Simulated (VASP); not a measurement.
HfN, 4 atoms in the cell. Symmetry: P6_3/mmc, No. 194, hexagonal system. The conventional cell has a = 3.134 Å, b = 3.134 Å, c = 5.417 Å, α = 90.00°, β = 90.00°, γ = 120.00°. Hf (site symmetry -6m2) has 6 N at 2.26 Å within 3.0 Å. N (site symmetry -3m) has 6 Hf at 2.26 Å and 2 N at 2.71 Å within 3.0 Å. 

| Property | Result |
| --- | --- |
| Program | VASP 6.6.1 |
| Task | single point |
| Functional | PBEsol |
| Potentials or basis | VASP PAW PBE potentials, release 64 (Hf_pv, N) |
| Cutoff | 520 eV |
| k mesh | 6 × 6 × 3 |
| Occupations | fermi-dirac, width 0.03 eV |
| Spin | no spin polarisation |
| Dipole correction | no |
| Further INCAR settings | ALGO = Normal; EDIFF = 1e-06; NBANDS = 23 |

Potentials or basis: VASP PAW PBE potentials, release 64 (Hf_pv, N).

Launch:

```console
$ cat potpaw_PBE.64/Hf_pv/POTCAR potpaw_PBE.64/N/POTCAR > POTCAR
$ mpirun -np 1 vasp_std > vasp.out
```

Hardware: 1 thread of Intel(R) Xeon(R) Platinum 8259CL CPU @ 2.50GHz (Skylake/Cascade Lake), with other jobs on the host.

Q: Estimate the wall time of this run.

A: It took 15 s on 1 thread of Intel(R) Xeon(R) Platinum 8259CL CPU @ 2.50GHz (Skylake/Cascade Lake), with other jobs on the host, peak memory 0.16 GiB. Counts: scf iterations 13, k points 14.
